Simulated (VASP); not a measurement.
# ZnO (P6_3/mmc) in VASP: a series of runs

The runs below take ZnO through single point, with PBE+D3(BJ).

Program: VASP 6.6.1. These are calculated values, not measurements. Logs are shortened: lines on timing, memory, paths and dates and some standing lists are left out, and cuts for length are marked.

## Step 1: The cell of the first run

Symmetry: P6_3/mmc, No. 194, hexagonal system. The conventional cell has a = 3.337 Å, b = 3.337 Å, c = 7.344 Å, α = 90.00°, β = 90.00°, γ = 120.00°. Zn (site symmetry -6m2) has 3 O at 1.93 Å within 2.6 Å. Within 2.6 Å of O (site symmetry -6m2) lie 3 Zn at 1.93 Å.

## Step 2: Single point, PBE+D3(BJ) (strain +0.015 along x and y, +0.030 along z)

File INCAR:

```
SYSTEM = ZnO
PREC     = Accurate       ! precision mode
ENCUT    = 520            ! plane-wave cutoff, eV
EDIFF    = 1E-7           ! SCF threshold, eV
ISMEAR   = 0              ! smearing method
SIGMA    = 0.05           ! smearing width, eV
LREAL    = .FALSE.        ! projectors in reciprocal space
LASPH    = .TRUE.         ! aspherical terms in the spheres
NELM     = 60             ! most SCF steps
ALGO     = Normal         ! electronic algorithm
ISIF     = 2              ! what is computed and relaxed
LWAVE    = .FALSE.        ! write WAVECAR
LCHARG   = .FALSE.        ! write CHGCAR
GGA      = PE             ! functional
IVDW     = 12             ! dispersion correction
NBANDS   = 26             ! bands
```

File KPOINTS:

```
regular mesh
0
G
  9 9 4
  0 0 0
```

File POSCAR:

```
ZnO
1.0
    3.3372866661      0.0000000000      0.0000000000
   -1.6686433330      2.8901750325      0.0000000000
    0.0000000000      0.0000000000      7.3443545905
Zn O
2 2
Direct
    0.0000000000      0.0000000000      0.7500000000
    0.0000000000      0.0000000000      0.2500000000
    0.3333333333      0.6666666667      0.2500000000
    0.6666666667      0.3333333333      0.7500000000
```

Potentials or basis: VASP PAW PBE potentials, release 64 (Zn, O).

Launch:

```sh
$ cat potpaw_PBE.64/Zn/POTCAR potpaw_PBE.64/O/POTCAR > POTCAR
$ mpirun -np 1 vasp_std > vasp.out
```

OUTCAR:

```text
SYSTEM = ZnO
   PREC = Accurate
   ENCUT = 520
   EDIFF = 1E-7
   ISMEAR = 0
   LREAL = .FALSE.
   LASPH = .TRUE.
   NELM = 60
   ISIF = 2
   GGA = PE
   IVDW = 12
 IVDW          = 12

 ion  position               nearest neighbor table
   1  0.000  0.000  0.750-   4 1.93   4 1.93   4 1.93
   2  0.000  0.000  0.250-   3 1.93   3 1.93   3 1.93
   3  0.333  0.667  0.250-   2 1.93   2 1.93   2 1.93
   4  0.667  0.333  0.750-   1 1.93   1 1.93   1 1.93

  LATTYP: Found a hexagonal cell.
 ALAT       =     3.3372866661
 C/A-ratio  =     2.2006963517

  Lattice vectors:

 A1 = (   3.3372866661,   0.0000000000,   0.0000000000)
 A2 = (  -1.6686433330,   2.8901750325,   0.0000000000)
 A3 = (   0.0000000000,   0.0000000000,   7.3443545905)

Analysis of symmetry for initial positions (statically):
=====================================================================
 Subroutine PRICEL returns:
 Original cell was already a primitive cell.

 Routine SETGRP: Setting up the symmetry group for a
 hexagonal supercell.

 Subroutine GETGRP returns: Found 24 space group operations
 (whereof 12 operations were pure point group operations)
 out of a pool of 24 trial point group operations.

The static configuration has the point symmetry D_3d.
 The point group associated with its full space group is D_6h.

Analysis of symmetry for dynamics (positions and initial velocities):
=====================================================================
 Subroutine PRICEL returns:
 Original cell was already a primitive cell.

 Routine SETGRP: Setting up the symmetry group for a
 hexagonal supercell.

 Subroutine GETGRP returns: Found 24 space group operations
 (whereof 12 operations were pure point group operations)
 out of a pool of 24 trial point group operations.

The dynamic configuration has the point symmetry D_3d.
 The point group associated with its full space group is D_6h.

 Subroutine INISYM returns: Found 24 space group operations
 (whereof 12 operations are pure point group operations),
 and found     1 'primitive' translations

----------------------------------------------------------------------------------------

                                     Primitive cell

  volume of cell :      70.8388

  direct lattice vectors                    reciprocal lattice vectors
     3.337286666  0.000000000  0.000000000     0.299644622  0.172999903  0.000000000
    -1.668643333  2.890175033  0.000000000     0.000000000  0.345999806  0.000000000
     0.000000000  0.000000000  7.344354591     0.000000000  0.000000000  0.136159003

  length of vectors
     3.337286666  3.337286666  7.344354591     0.345999806  0.345999806  0.136159003

  position of ions in fractional coordinates (direct lattice)
     0.000000000  0.000000000  0.750000000
     0.000000000  0.000000000  0.250000000
     0.333333333  0.666666667  0.250000000
     0.666666667  0.333333333  0.750000000

  ion indices of the primitive-cell ions
   primitive index   ion index
                 1           1
                 2           2
                 3           3
                 4           4

----------------------------------------------------------------------------------------

 KPOINTS: regular mesh

Automatic generation of k-mesh.
 Grid dimensions read from file:
 generate k-points for:    9    9    4

 Generating k-lattice:

  Cartesian coordinates                     Fractional coordinates (reciprocal lattice)
     0.033293847  0.019222211  0.000000000     0.111111111  0.000000000  0.000000000
     0.000000000  0.038444423  0.000000000     0.000000000  0.111111111  0.000000000
     0.000000000  0.000000000  0.034039751     0.000000000  0.000000000  0.250000000

  Length of vectors
     0.038444423  0.038444423  0.034039751

  Shift w.r.t. Gamma in fractional coordinates (k-lattice)
     0.000000000  0.000000000  0.000000000

 Subroutine IBZKPT returns following result:
 ===========================================

 Found     36 irreducible k-points:

 Following reciprocal coordinates:
            Coordinates               Weight
  0.000000  0.000000  0.000000      1.000000
  0.111111 -0.000000  0.000000      6.000000
  0.222222 -0.000000  0.000000      6.000000
  0.333333 -0.000000  0.000000      6.000000
  0.444444 -0.000000  0.000000      6.000000
  0.111111  0.111111  0.000000      6.000000
[... 16 lines left out ...]
  0.333333  0.222222  0.250000     24.000000
  0.333333  0.333333  0.250000      4.000000
 [... further k-points ...]
   k-points           NKPTS =     36   k-points in BZ     NKDIM =     36   number of bands    NBANDS=     26
   number of dos      NEDOS =    301   number of ions     NIONS =      4
   total plane-waves  NPLWV =  43904
   dimension x,y,z NGX =    28 NGY =   28 NGZ =   56
   dimension x,y,z NGXF=    56 NGYF=   56 NGZF=  112
   ions per type =               2   2
   NGX,Y,Z   is equivalent  to a cutoff of  13.95, 13.95, 12.68 a.u.
   NGXF,Y,Z  is equivalent  to a cutoff of  27.90, 27.90, 25.35 a.u.
 SYSTEM =  ZnO
   PREC   = accura    normal or accurate (medium, high low for compatibility)
   ISTART =      0    job   : 0-new  1-cont  2-samecut
   ICHARG =      2    charge: 1-file 2-atom 10-const
   ISPIN  =      1    spin polarized calculation?
   LNONCOLLINEAR =      F non collinear calculations
   LSORBIT =      F    spin-orbit coupling
   LASPH  =      T    aspherical Exc in radial PAW
   ENCUT  =  520.0 eV  38.22 Ry    6.18 a.u.   6.21  6.21 13.66*2*pi/ulx,y,z
   NELM   =     60;   NELMIN=  2; NELMDL= -5     # of ELM steps
   EDIFF  = 0.1E-06   stopping-criterion for ELM
   LREAL  =      F    real-space projection
   EDIFFG = 0.1E-05   stopping-criterion for IOM
   NSW    =      0    number of steps for IOM
   IBRION =     -1    ionic relax: 0-MD 1-quasi-New 2-CG
   NFREE  =      0    steps in history (QN), initial steepest desc. (CG)
   ISIF   =      2    stress and relaxation
   ISYM   =      2    0-nonsym 1-usesym 2-fastsym
   POTIM  = 0.5000    time-step for ionic-motion
   TEBEG  =    0.0;   TEEND  =   0.0 temperature during run
   PSTRESS=    0.0 pullay stress
   NELECT =      36.0000    total number of electrons
   NUPDOWN=      -1.0000    fix difference up-down
   EMIN   =  10.00;   EMAX   =-10.00  energy-range for DOS
   EFERMI =   0.00;   METHOD = LEGACY
   ISMEAR =     0;   SIGMA  =   0.05  broadening in eV -4-tet -1-fermi 0-gaus
   EFERMI_NEDOS =   21; number of points for ismear=-14 and -15
   IALGO  =     38    algorithm
   IMIX   =      4    mixing-type and parameters
     AMIX     =   0.40;   BMIX     =  1.00
     AMIX_MAG =   1.60;   BMIX_MAG =  1.00
  volume/ion in A,a.u.               =      17.71       119.51
  Fermi-wavevector in a.u.,A,eV,Ry     =   1.306427  2.468790 23.221773  1.706752
  Thomas-Fermi vector in A             =   2.437230
   LORBIT       =      0    0 simple, 1 ext, 2 COOP (PROOUT), +10 PAW based schemes
   GGA     = PE    functional components
   LHFCALC =     F    Hartree Fock is set to
   AEXX    =    0.0000 exact exchange contribution
   IVDW    =    12    specifies the selected vdW correction
   LEPSILON=     F    determine dielectric tensor
   LRPA    =     F    only Hartree local field effects (RPA)
 non-spin polarized calculation
 Gauss-broadening in eV      SIGMA  =   0.05
  energy-cutoff  :      520.00
  volume of cell :       70.84
 maximum number of plane-waves:      1928
 NGX is ok and might be reduce to    28
   NGX = 13   NGY = 13   NGZ = 27

 number of electron      36.0000009 magnetization

 Free energy of the ion-electron system (eV)
  ---------------------------------------------------
  ext. energy  EPLUGINS =         0.00000000
  ---------------------------------------------------
  free energy    TOTEN  =       -16.93500778 eV

  energy without entropy =      -16.93500778  energy(sigma->0) =      -16.93500778

 E-fermi :  -0.9019     XC(G=0):  -8.6369

 val. band max:       -1.1508913932   @ k =   0.0000   0.0000   0.0000
 cond. band min:      -0.3103534848   @ k =   0.0000   0.0000   0.0000
 fundamental gap:      0.8405379084
 Fermi energy:        -0.9018581150

 k-point     1 :       0.0000    0.0000    0.0000
  band No.  band energies     occupation
      1     -18.2849      2.00000
      2     -18.2226      2.00000
      3      -7.0213      2.00000
      4      -7.0213      2.00000
      5      -7.0100      2.00000
      6      -7.0100      2.00000
[... 18 lines left out ...]
     25      11.4731      0.00000
     26      12.1705      0.00000

 k-point     2 :       0.1111   -0.0000    0.0000
  band No.  band energies     occupation
      1     -18.2341      2.00000
      2     -18.1753      2.00000
      3      -7.0389      2.00000
      4      -7.0296      2.00000
      5      -6.9460      2.00000
      6      -6.9347      2.00000
[... 18 lines left out ...]
     25      11.2705      0.00000
     26      11.6890      0.00000

 k-point     3 :       0.2222   -0.0000    0.0000
  band No.  band energies     occupation
      1     -18.1027      2.00000
      2     -18.0541      2.00000
      3      -7.0459      2.00000
      4      -7.0410      2.00000
      5      -6.7370      2.00000
      6      -6.7259      2.00000
[... 18 lines left out ...]
     25      10.6473      0.00000
     26      12.1910      0.00000

 k-point     4 :       0.3333   -0.0000    0.0000
  band No.  band energies     occupation
      1     -17.9475      2.00000
      2     -17.9143      2.00000
      3      -6.9639      2.00000
      4      -6.9613      2.00000
      5      -6.4541      2.00000
      6      -6.4448      2.00000
[... 18 lines left out ...]
     25      10.6446      0.00000
     26      11.6475      0.00000

 k-point     5 :       0.4444   -0.0000    0.0000
  band No.  band energies     occupation
      1     -17.8413      2.00000
      2     -17.8236      2.00000
      3      -6.8210      2.00000
      4      -6.8122      2.00000
      5      -6.3273      2.00000
      6      -6.2283      2.00000
[... 18 lines left out ...]
     25      10.1504      0.00000
     26      12.5826      0.00000

 k-point     6 :       0.1111    0.1111    0.0000
  band No.  band energies     occupation
      1     -18.1430      2.00000
      2     -18.0911      2.00000
      3      -7.0497      2.00000
      4      -7.0454      2.00000
      5      -6.8007      2.00000
      6      -6.7910      2.00000
[... 427 lines left out ...]
 k-point    21 :       0.4444    0.1111    0.2500
  band No.  band energies     occupation
      1     -17.8116      2.00000
      2     -17.8025      2.00000
      3      -6.7566      2.00000
      4      -6.7536      2.00000
      5      -6.3073      2.00000
      6      -6.2268      2.00000
[... 18 lines left out ...]
     25       9.8626      0.00000
     26      10.9589      0.00000

 k-point    22 :       0.2222    0.2222    0.2500
  band No.  band energies     occupation
      1     -17.8756      2.00000
      2     -17.8575      2.00000
      3      -6.8739      2.00000
      4      -6.8717      2.00000
      5      -6.2602      2.00000
      6      -6.2523      2.00000
[... 18 lines left out ...]
     25       9.7166      0.00000
     26      10.8890      0.00000

 k-point    23 :       0.3333    0.2222    0.2500
  band No.  band energies     occupation
      1     -17.7958      2.00000
      2     -17.7876      2.00000
      3      -6.7092      2.00000
      4      -6.7055      2.00000
      5      -6.2784      2.00000
      6      -6.2249      2.00000
[... 18 lines left out ...]
     25       9.0310      0.00000
     26       9.8136      0.00000

 k-point    24 :       0.3333    0.3333    0.2500
  band No.  band energies     occupation
      1     -17.7663      2.00000
      2     -17.7663      2.00000
      3      -6.6303      2.00000
      4      -6.6221      2.00000
      5      -6.2527      2.00000
      6      -6.2527      2.00000
[... 18 lines left out ...]
     25       8.6028      0.00000
     26       8.7312      0.00000

 [... further k-points ...]

------------------------ aborting loop because EDIFF is reached ----------------------------------------

 Edisp (eV)   -0.58268

 E8    (eV) :    -0.2185

  FORCE on cell =-STRESS in cart. coord.  units (eV):
  Direction    XX          YY          ZZ          XY          YZ          ZX
  --------------------------------------------------------------------------------------
  -------------------------------------------------------------------------------------
  Total      -2.97875    -2.97875    -0.69807    -0.00000     0.00000     0.00000
  in kB     -67.37095   -67.37095   -15.78832    -0.00000     0.00000     0.00000
  external pressure =      -50.18 kB  Pullay stress =        0.00 kB

 VOLUME and BASIS-vectors are now :
 -----------------------------------------------------------------------------
  energy-cutoff  :      520.00
  volume of cell :       70.84
      direct lattice vectors                 reciprocal lattice vectors
     3.337286666  0.000000000  0.000000000     0.299644622  0.172999903  0.000000000
    -1.668643333  2.890175033  0.000000000     0.000000000  0.345999806  0.000000000
     0.000000000  0.000000000  7.344354591     0.000000000  0.000000000  0.136159003

 POSITION                                       TOTAL-FORCE (eV/Angst)
 -----------------------------------------------------------------------------------
      0.00000      0.00000      5.50827         0.000000     -0.000000     -0.000000
      0.00000      0.00000      1.83609        -0.000000      0.000000     -0.000000
     -0.00000      1.92678      1.83609         0.000000      0.000000      0.000000
      1.66864      0.96339      5.50827        -0.000000     -0.000000     -0.000000
 -----------------------------------------------------------------------------------
    total drift:                                0.000000     -0.000000      0.000000

  FREE ENERGIE OF THE ION-ELECTRON SYSTEM (eV)
  ---------------------------------------------------
  free  energy   TOTEN  =       -17.5176890154 eV

  energy  without entropy=      -17.5176890154  energy(sigma->0) =      -17.51768902
```

Run time: 2 min. Hardware: 1 thread of Intel Xeon 8259CL, shared host; peak memory 0.23 GiB.

What came out:

```yaml
Free_energy: -17.5177 eV
Pressure: -5.0 GPa
Band_gap_on_the_k_mesh: 0.84 eV
Dispersion_energy_per_atom: -0.146 eV
```

Caveat: the cell differs from its parent crystal (strain +0.015 along x and y, +0.030 along z); the cell stands under tension; an odd mesh through Γ misses points on the zone boundary, where band edges can lie.

## Step 3: Single point, PBE+D3(BJ) (strain +0.030 along x and y, +0.015 along z)

File INCAR:

```
PREC = Accurate ; ENCUT = 520
EDIFF = 1E-7 ; ISMEAR = 0
SIGMA = 0.05 ; LREAL = F
LASPH = T ; NELM = 100
ALGO = Normal ; ISIF = 2
LWAVE = F ; LCHARG = T
GGA = PE ; IVDW = 12
LELF = T ; LVHAR = T
NBANDS = 26
```

File KPOINTS:

```
regular mesh
0
Gamma
  9 9 4
```

File POSCAR:

```
ZnO
1.0
    3.3866061734      0.0000000000      0.0000000000
   -1.6933030867      2.9328869788      0.0000000000
    0.0000000000      0.0000000000      7.2373979702
Zn O
2 2
Direct
    0.0000000000      0.0000000000      0.7500000000
    0.0000000000      0.0000000000      0.2500000000
    0.3333333333      0.6666666667      0.2500000000
    0.6666666667      0.3333333333      0.7500000000
```

Potentials or basis: VASP PAW PBE potentials, release 64 (Zn, O).

Launch:

```sh
$ cat potpaw_PBE.64/Zn/POTCAR potpaw_PBE.64/O/POTCAR > POTCAR
$ mpirun -np 1 vasp_std > vasp.out
```

Wall time 2.2 min (1 thread of Intel Xeon 8259CL, shared host); peak memory 0.23 GiB.

It converged, with:

- Free energy: -17.4098 eV
- Pressure: -8.0 GPa
- Band gap on the k mesh: 0.79 eV
- Dispersion energy per atom: -0.144 eV

Stress tensor (GPa, compression positive):
```
-11.29   0.00   0.00
  0.00 -11.29   0.00
  0.00   0.00  -1.52
```

Levels at points of the mesh, in eV from the valence-band top:
| k point | band 16 | band 17 | band 18 | band 19 | band 20 | band 21 |
| --- | --- | --- | --- | --- | --- | --- |
| (0.00, 0.00, 0.00) | -0.01 | 0.00 | 0.00 | 0.79 | 3.09 | 5.23 |
| (0.00, 0.00, 0.50) | 0.00 | 0.00 | 0.00 | 1.85 | 1.85 | 7.18 |

Caveat: the cell differs from its parent crystal (strain +0.030 along x and y, +0.015 along z); the cell stands under tension; an odd mesh through Γ misses points on the zone boundary, where band edges can lie.

## Step 4: Single point, PBE+D3(BJ) (strain +0.030 along x and y, +0.030 along z)

File INCAR:

```
SYSTEM = ZnO
  PREC = Accurate
  ENCUT = 520
  EDIFF = 1E-6
  ISMEAR = 0
  SIGMA = 0.05
  LREAL = .FALSE.
  LASPH = .TRUE.
  NELM = 60
  ALGO = Normal
  ISIF = 2
  LWAVE = .FALSE.
  LCHARG = .TRUE.
  GGA = PE
  IVDW = 12
  LELF = .TRUE.
  LVHAR = .TRUE.
  NBANDS = 26
```

File KPOINTS:

```
regular mesh
0
G
  9 9 4
  0 0 0
```

POSCAR: that of step 3 with these lines changed.

```diff
@@ -4,3 +4,3 @@
    -1.6933030867      2.9328869788      0.0000000000
-    0.0000000000      0.0000000000      7.2373979702
+    0.0000000000      0.0000000000      7.3443545905
 Zn O
```

Launch:

```sh
$ cat potpaw_PBE.64/Zn/POTCAR potpaw_PBE.64/O/POTCAR > POTCAR
$ mpirun -np 1 vasp_std > vasp.out
```

It took 1.8 min on 1 thread of Intel Xeon 8259CL, shared host; peak memory 0.23 GiB.

Results (log left out):

```yaml
Free_energy: -17.4004 eV
Pressure: -7.9 GPa
Band_gap_on_the_k_mesh: 0.81 eV
Dispersion_energy_per_atom: -0.141 eV
```

Stress tensor (GPa, compression positive):
```
-11.10   0.00   0.00
  0.00 -11.10   0.00
  0.00   0.00  -1.49
```

Levels at points of the mesh, in eV from the valence-band top:
| k point | band 16 | band 17 | band 18 | band 19 | band 20 | band 21 |
| --- | --- | --- | --- | --- | --- | --- |
| (0.00, 0.00, 0.00) | -0.01 | 0.00 | 0.00 | 0.81 | 3.02 | 5.20 |
| (0.00, 0.00, 0.50) | 0.00 | 0.00 | 0.00 | 1.82 | 1.82 | 7.07 |

Caveat: the cell differs from its parent crystal (strain +0.030 along x and y, +0.030 along z); the cell stands under tension; an odd mesh through Γ misses points on the zone boundary, where band edges can lie.

## Step 5: Overview

```tsv
cell	gap on the mesh (eV)	pressure (GPa)
a = 3.337, b = 3.337, c = 7.344 Å, angles 90.0, 90.0, 120.0°, 4 atoms	0.84	-5.0
a = 3.387, b = 3.387, c = 7.237 Å, angles 90.0, 90.0, 120.0°, 4 atoms	0.79	-8.0
a = 3.387, b = 3.387, c = 7.344 Å, angles 90.0, 90.0, 120.0°, 4 atoms	0.81	-7.9
```

Alike in all rows: task single point; level PBE+D3(BJ); potentials or basis VASP PAW PBE potentials, release 64 (Zn, O); no spin polarisation; k mesh 9 × 9 × 4; cutoff (eV) 520; smearing gaussian 0.05 eV.

Caveats: the cell stands under tension; an odd mesh through Γ misses points on the zone boundary, where band edges can lie.

Absolute energies hang on the potentials; compare differences alone.
